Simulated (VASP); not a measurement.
# CdS (Hawleyite) (F-43m) in VASP: further runs, part 2 of 2

VASP 6.6.1. Earlier steps stand in the parts before.

### Step 4. Relaxation of cell and atoms, PBE, target pressure 20 GPa, at which the enthalpy is minimised

Contents of INCAR:

```
PREC = Accurate ; ENCUT = 600
EDIFF = 1E-6 ; ISMEAR = 0
SIGMA = 0.01 ; LREAL = F
LASPH = T ; NELM = 60
ALGO = Normal ; ISIF = 3
LWAVE = F ; LCHARG = F
GGA = PE ; IBRION = 2
NSW = 80 ; EDIFFG = -0.01
PSTRESS = 200.0
```

Contents of KPOINTS:

```
Automatic mesh
0
Gamma
  6 6 6
```

Contents of POSCAR:

```
CdS
1.0
    0.0000000000      2.9165000000      2.9165000000
    2.9165000000      0.0000000000      2.9165000000
    2.9165000000      2.9165000000      0.0000000000
Cd S
1 1
Direct
    0.0000000000      0.0000000000      0.0000000000
    0.2500000000      0.2500000000      0.2500000000
```

Potentials or basis: VASP PAW PBE potentials, release 64 (Cd, S).

Launch:

```console
$ cat potpaw_PBE.64/Cd/POTCAR potpaw_PBE.64/S/POTCAR > POTCAR
$ mpirun -np 1 vasp_std > vasp.out
```

OUTCAR:

```text
PREC = Accurate
   ENCUT = 600
   EDIFF = 1E-6
   ISMEAR = 0
   LREAL = F
   LASPH = T
   NELM = 60
   ISIF = 3
   GGA = PE
   IBRION = 2
   NSW = 80
   EDIFFG = -0.01
   PSTRESS = 200.0

 ion  position               nearest neighbor table
   1  0.000  0.000  0.000-   2 2.53   2 2.53   2 2.53   2 2.53
   2  0.250  0.250  0.250-   1 2.53   1 2.53   1 2.53   1 2.53

  LATTYP: Found a face centered cubic cell.
 ALAT       =     5.8330000000

  Lattice vectors:

 A1 = (   0.0000000000,   2.9165000000,   2.9165000000)
 A2 = (   2.9165000000,   0.0000000000,   2.9165000000)
 A3 = (   2.9165000000,   2.9165000000,   0.0000000000)

Analysis of symmetry for initial positions (statically):
=====================================================================
 Subroutine PRICEL returns:
 Original cell was already a primitive cell.

 Routine SETGRP: Setting up the symmetry group for a
 face centered cubic supercell.

 Subroutine GETGRP returns: Found 24 space group operations
 (whereof 24 operations were pure point group operations)
 out of a pool of 48 trial point group operations.

The static configuration has the point symmetry T_d .

Analysis of symmetry for dynamics (positions and initial velocities):
=====================================================================
 Subroutine PRICEL returns:
 Original cell was already a primitive cell.

 Routine SETGRP: Setting up the symmetry group for a
 face centered cubic supercell.

 Subroutine GETGRP returns: Found 24 space group operations
 (whereof 24 operations were pure point group operations)
 out of a pool of 48 trial point group operations.

The dynamic configuration has the point symmetry T_d .

 Subroutine INISYM returns: Found 24 space group operations
 (whereof 24 operations are pure point group operations),
 and found     1 'primitive' translations

----------------------------------------------------------------------------------------

                                     Primitive cell

  volume of cell :      49.6153

  direct lattice vectors                    reciprocal lattice vectors
     0.000000000  2.916500000  2.916500000    -0.171438368  0.171438368  0.171438368
     2.916500000  0.000000000  2.916500000     0.171438368 -0.171438368  0.171438368
     2.916500000  2.916500000  0.000000000     0.171438368  0.171438368 -0.171438368

  length of vectors
     4.124553855  4.124553855  4.124553855     0.296939964  0.296939964  0.296939964

  position of ions in fractional coordinates (direct lattice)
     0.000000000  0.000000000  0.000000000
     0.250000000  0.250000000  0.250000000

  ion indices of the primitive-cell ions
   primitive index   ion index
                 1           1
                 2           2

----------------------------------------------------------------------------------------

 KPOINTS: Automatic mesh

Automatic generation of k-mesh.
 Grid dimensions read from file:
 generate k-points for:    6    6    6

 Generating k-lattice:

  Cartesian coordinates                     Fractional coordinates (reciprocal lattice)
    -0.028573061  0.028573061  0.028573061     0.166666667  0.000000000  0.000000000
[... 33 lines left out ...]
   number of dos      NEDOS =    301   number of ions     NIONS =      2
   total plane-waves  NPLWV =  46656
   dimension x,y,z NGX =    36 NGY =   36 NGZ =   36
   dimension x,y,z NGXF=    72 NGYF=   72 NGZF=   72
   ions per type =               1   1
   NGX,Y,Z   is equivalent  to a cutoff of  14.51, 14.51, 14.51 a.u.
   NGXF,Y,Z  is equivalent  to a cutoff of  29.02, 29.02, 29.02 a.u.
 SYSTEM =  unknown system
   PREC   = accura    normal or accurate (medium, high low for compatibility)
   ISTART =      0    job   : 0-new  1-cont  2-samecut
   ICHARG =      2    charge: 1-file 2-atom 10-const
   ISPIN  =      1    spin polarized calculation?
   LNONCOLLINEAR =      F non collinear calculations
   LSORBIT =      F    spin-orbit coupling
   LASPH  =      T    aspherical Exc in radial PAW
   ENCUT  =  600.0 eV  44.10 Ry    6.64 a.u.   8.24  8.24  8.24*2*pi/ulx,y,z
   NELM   =     60;   NELMIN=  2; NELMDL= -5     # of ELM steps
   EDIFF  = 0.1E-05   stopping-criterion for ELM
   LREAL  =      F    real-space projection
   EDIFFG = -.1E-01   stopping-criterion for IOM
   NSW    =     80    number of steps for IOM
   IBRION =      2    ionic relax: 0-MD 1-quasi-New 2-CG
   NFREE  =      1    steps in history (QN), initial steepest desc. (CG)
   ISIF   =      3    stress and relaxation
   ISYM   =      2    0-nonsym 1-usesym 2-fastsym
   POTIM  = 0.5000    time-step for ionic-motion
   TEBEG  =    0.0;   TEEND  =   0.0 temperature during run
   PSTRESS=  200.0 pullay stress
   NELECT =      18.0000    total number of electrons
   NUPDOWN=      -1.0000    fix difference up-down
   EMIN   =  10.00;   EMAX   =-10.00  energy-range for DOS
   EFERMI =   0.00;   METHOD = LEGACY
   ISMEAR =     0;   SIGMA  =   0.01  broadening in eV -4-tet -1-fermi 0-gaus
   EFERMI_NEDOS =   21; number of points for ismear=-14 and -15
   IALGO  =     38    algorithm
   IMIX   =      4    mixing-type and parameters
     AMIX     =   0.40;   BMIX     =  1.00
     AMIX_MAG =   1.60;   BMIX_MAG =  1.00
  volume/ion in A,a.u.               =      24.81       167.41
  Fermi-wavevector in a.u.,A,eV,Ry     =   1.167599  2.206442 18.548649  1.363287
  Thomas-Fermi vector in A             =   2.304097
   LORBIT       =      0    0 simple, 1 ext, 2 COOP (PROOUT), +10 PAW based schemes
   GGA     = PE    functional components
   LHFCALC =     F    Hartree Fock is set to
   AEXX    =    0.0000 exact exchange contribution
   IVDW    =     0    specifies the selected vdW correction
   LEPSILON=     F    determine dielectric tensor
   LRPA    =     F    only Hartree local field effects (RPA)
 conjugate gradient relaxation of ions
 non-spin polarized calculation
 Gauss-broadening in eV      SIGMA  =   0.01
  energy-cutoff  :      600.00
  volume of cell :       49.62
 maximum number of plane-waves:      1676
 NGX is ok and might be reduce to    36
   NGX = 17   NGY = 17   NGZ = 17

--------------------------------------- Ionic step        1  -------------------------------------------

 number of electron      17.9999999 magnetization

 Free energy of the ion-electron system (eV)
  ---------------------------------------------------
  ext. energy  EPLUGINS =         0.00000000
  ---------------------------------------------------
  free energy    TOTEN  =        -6.11897152 eV

  energy without entropy =       -6.11897152  energy(sigma->0) =       -6.11897152

------------------------ aborting loop because EDIFF is reached ----------------------------------------

  FORCE on cell =-STRESS in cart. coord.  units (eV):
  Direction    XX          YY          ZZ          XY          YZ          ZX
  --------------------------------------------------------------------------------------
  -------------------------------------------------------------------------------------
  Total        0.9865631      0.9865631      0.9865631     -0.0000000      0.0000000      0.0000000
  in kB       31.8580728     31.8580728     31.8580728     -0.0000000      0.0000000      0.0000000
  external PRESSURE =    -168.1419272 kB  Pullay stress =     200.0000000 kB
[... 25 lines left out ...]
--------------------------------------- Ionic step        2  -------------------------------------------

 number of electron      18.0000002 magnetization

 E-fermi :   6.0057     XC(G=0): -11.1836

 val. band max:        5.9027527909   @ k =   0.0000   0.0000   0.0000
 cond. band min:       7.7354600563   @ k =   0.0000   0.0000   0.0000
 fundamental gap:      1.8327072654
 Fermi energy:         6.0056558994

 k-point     1 :       0.0000    0.0000    0.0000
  band No.  band energies     occupation
      1      -9.9535      2.00000
      2      -4.5009      2.00000
      3      -4.5009      2.00000
      4      -4.5009      2.00000
      5      -3.2648      2.00000
      6      -3.2648      2.00000
      7       5.9028      2.00000
      8       5.9028      2.00000
      9       5.9028      2.00000
     10       7.7355      0.00000
     11      11.8561      0.00000
     12      11.8561      0.00000
     13      11.8561      0.00000
[... 427 lines left out ...]
--------------------------------------- Ionic step        7  -------------------------------------------

 number of electron      18.0000002 magnetization

 Free energy of the ion-electron system (eV)
  ---------------------------------------------------
  ext. energy  EPLUGINS =         0.00000000
  ---------------------------------------------------
  free energy    TOTEN  =        -5.61373312 eV

  energy without entropy =       -5.61373312  energy(sigma->0) =       -5.61373312

 E-fermi :   3.0289     XC(G=0):  -9.9759

 val. band max:        2.9727651168   @ k =   0.0000   0.0000   0.0000
 cond. band min:       4.4695245171   @ k =   0.0000   0.0000   0.0000
 fundamental gap:      1.4967594003
 Fermi energy:         3.0289005614

 k-point     1 :       0.0000    0.0000    0.0000
  band No.  band energies     occupation
      1     -10.6213      2.00000
      2      -5.5867      2.00000
      3      -5.5867      2.00000
      4      -5.5867      2.00000
      5      -4.8341      2.00000
      6      -4.8341      2.00000
      7       2.9728      2.00000
      8       2.9728      2.00000
      9       2.9728      2.00000
     10       4.4695      0.00000
     11       9.3921      0.00000
     12       9.3921      0.00000
     13       9.3921      0.00000
[... 271 lines left out ...]
  energy  without entropy=       -5.6137331221  energy(sigma->0) =       -5.61373312

  enthalpy is  TOTEN    =        -0.3925449227 eV   P V=        5.2211881995

 reached required accuracy - stopping structural energy minimisation
```

OSZICAR:

```text
N       E                     dE             d eps       ncg     rms          rms(c)
DAV:   1     0.115199843022E+03    0.11520E+03   -0.99322E+03   424   0.142E+03
DAV:   2    -0.151320460984E+01   -0.11671E+03   -0.11235E+03   496   0.305E+02
DAV:   3    -0.662450799626E+01   -0.51113E+01   -0.50965E+01   486   0.660E+01
[... 62 lines left out ...]
DAV:   1    -0.561465410803E+01    0.11217E-01   -0.18216E-02   441   0.202E+00    0.228E-01
DAV:   2    -0.561381924013E+01    0.83487E-03   -0.20117E-03   451   0.841E-01    0.970E-02
DAV:   3    -0.561373619899E+01    0.83041E-04   -0.22464E-04   451   0.199E-01    0.768E-02
DAV:   4    -0.561373246039E+01    0.37386E-05   -0.18824E-05   426   0.528E-02    0.150E-02
DAV:   5    -0.561373312213E+01   -0.66174E-06   -0.37550E-06   351   0.372E-02
   7 F= -.39254492E+00 E0= -.39254492E+00  d E =-.240870E-04
```

CONTCAR:

```text
CdS
   1.00000000000000
    -0.0000000000000000    2.7551165755866864    2.7551165755866864
     2.7551165755866864   -0.0000000000000000    2.7551165755866864
     2.7551165755866864    2.7551165755866864    0.0000000000000000
  Cd              S
     1     1
Direct
     0.0000000000000000    0.0000000000000000    0.0000000000000000
     0.2500000000000000    0.2500000000000000    0.2500000000000000

  0.00000000E+00  0.00000000E+00  0.00000000E+00
  0.00000000E+00  0.00000000E+00  0.00000000E+00
```

It took 1.7 min on 1 thread of AMD EPYC 7R13 (Zen 3), shared host; peak memory 0.17 GiB.

Results:

```yaml
Free_energy: -5.6137 eV
Relaxed_volume: 20.91 Å³/atom
Relaxed_cell: a = 3.896 Å, b = 3.896 Å, c = 3.896 Å, α = 60.00°, β = 60.00°, γ = 60.00°
Space_group_after_relaxing_to_0.05_Å: F-43m (No. 216)
Energy_change_on_relaxing_the_enthalpy_is_what_falls: +252.6 meV/atom
Ionic_steps: 7
Pressure_after_relaxing: 20.0 GPa
Band_gap_on_the_k_mesh: 1.50 eV, direct
```

The path:
| step | energy change (eV) | largest force (eV/Å) | pressure (GPa) | volume (Å³) |
| --- | --- | --- | --- | --- |
| 1 | 0.0000 | 0.0000 | 3.19 | 49.62 |
| 2 | 2.6845 | 0.0000 | 69.23 | 33.17 |
| 3 | 0.4543 | 0.0000 | 18.67 | 42.25 |
| 4 | 0.4933 | 0.0000 | 19.71 | 41.92 |
| 5 | 0.5114 | 0.0000 | 20.21 | 41.78 |
| 6 | 0.4931 | 0.0000 | 19.69 | 41.92 |
| 7 | 0.5052 | 0.0000 | 20.04 | 41.83 |

Final structure:
```cif
data_structure
_symmetry_space_group_name_H-M 'P 1'
_symmetry_Int_Tables_number 1
_cell_length_a 3.8963
_cell_length_b 3.8963
_cell_length_c 3.8963
_cell_angle_alpha 60.000
_cell_angle_beta 60.000
_cell_angle_gamma 60.000
_cell_volume 41.83
loop_
_atom_site_label
_atom_site_type_symbol
_atom_site_fract_x
_atom_site_fract_y
_atom_site_fract_z
_atom_site_occupancy
Cd1 Cd 0.00000 0.00000 0.00000 1
S1 S 0.25000 0.25000 0.25000 1
```

Caveat: the cell is relaxed towards a set pressure, so the enthalpy falls and the energy may rise; the volume moved by over 15 % at a fixed basis, so the end points are rough. Expect the measured gap to be larger: semilocal functionals such as PBE lack the derivative discontinuity.

### Step 5. Single point, PBE

This run uses another cell than the first one, of 24.07 Å³/atom, 0.970 times its volume.

Contents of INCAR:

```
SYSTEM = CdS
PREC = Accurate
ENCUT = 540
EDIFF = 1E-6
ISMEAR = 0
SIGMA = 0.01
LREAL = .False.
LASPH = .True.
NELM = 120
ALGO = Normal
ISIF = 2
LWAVE = .False.
LCHARG = .False.
GGA = PE
NBANDS = 20
GGA_COMPAT = .False.
```

Contents of KPOINTS:

```
regular mesh
0
Gamma
  6 6 6
  0 0 0
```

Contents of POSCAR:

```
CdS
1.0
    0.0000000000      2.8873477813      2.8873477813
    2.8873477813      0.0000000000      2.8873477813
    2.8873477813      2.8873477813      0.0000000000
Cd S
1 1
Direct
    0.0000000000      0.0000000000      0.0000000000
    0.2500000000      0.2500000000      0.2500000000
```

Potentials or basis: VASP PAW PBE potentials, release 64 (Cd_sv_GW, S).

Launch:

```console
$ cat potpaw_PBE.64/Cd_sv_GW/POTCAR potpaw_PBE.64/S/POTCAR > POTCAR
$ mpirun -np 1 vasp_std > vasp.out
```

Wall time 22 s (1 thread of Intel Xeon Platinum 8259CL at 2.50GHz (Skylake/Cascade Lake), shared host); peak memory 0.19 GiB.

The run converged. Its results:

- Free energy: -6.1591 eV
- Pressure: 3.9 GPa
- Band gap on the k mesh: 1.21 eV, direct

Levels at points of the mesh, in eV from the valence-band top:
```csv
k point,band 11,band 12,band 13,band 14,band 15,band 16
"(0.00, 0.00, 0.00)",0.00,0.00,0.00,1.21,6.54,6.54
"(0.50, 0.00, 0.00)",-4.58,-0.79,-0.79,3.06,7.02,7.02
"(0.50, 0.50, 0.00)",-4.08,-1.98,-1.98,3.51,4.39,9.32
```

A hybrid or GW would open this gap; PBE tends to underestimate it.

### Step 6. Overview

```tsv
task	potentials or basis	cell	cutoff (eV)	second run	gap on the mesh (eV)	pressure (GPa)
relaxation of cell and atoms	VASP PAW PBE potentials, release 64 (Cd, S)	relaxed to 5 GPa from a = 4.125 Å, angles 60.0°, 2 atoms	600	-	1.20	5.0
relaxation of cell and atoms	VASP PAW PBE potentials, release 64 (Cd, S)	relaxed to 10 GPa from a = 4.125 Å, angles 60.0°, 2 atoms	600	-	1.33	10.0
relaxation of cell and atoms	VASP PAW PBE potentials, release 64 (Cd, S)	relaxed to 20 GPa from a = 4.125 Å, angles 60.0°, 2 atoms	600	-	1.50	20.0
single point	VASP PAW PBE potentials, release 64 (Cd_sv_GW, S)	a = 4.083 Å, angles 60.0°, 2 atoms	540	valence_matched	1.21	3.9
```

Alike in all rows: level PBE; no spin polarisation; k mesh 6 × 6 × 6; smearing gaussian 0.01 eV.

Caveats: the cell is relaxed towards a set pressure, so the enthalpy falls and the energy may rise (some runs); the volume moved by over 15 % at a fixed basis, so the end points are rough (some runs).

Absolute energies hang on the potentials; compare differences alone.
